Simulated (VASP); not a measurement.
Runs of VASP 6.6.1 on Sr. The structure is that of space group Fm-3m (No. 225), or close to it. The cells are those of the table. 

```tsv
cell	gap on the mesh (eV)	pressure (GPa)
a = 4.393 Å, angles 60.0°, 1 atom	none	-0.4
a = 4.336 Å, angles 60.0°, 1 atom	none	(a)
a = 4.155 Å, angles 60.0°, 1 atom	-	1.7
a = 4.217 Å, angles 60.0°, 1 atom	none	1.1
a = 4.277 Å, angles 60.0°, 1 atom	none	(b)
```

Alike in all rows: task single point; level revPBE; potentials or basis VASP PAW PBE potentials, release 64 (Sr_sv); no spin polarisation; k mesh 15 × 15 × 15; cutoff (eV) 520; smearing fermi-dirac 0.1 eV.

Estimate the missing entries.

(a) 0.0; (b) 0.5.

Caveats: the PAW data sets were made with another functional, which shifts forces and pressure a little.

A k mesh can miss the band edges, and the runs leave out spin-orbit coupling on Sr.

A gap of «none» marks levels without a gap at the run's occupations.
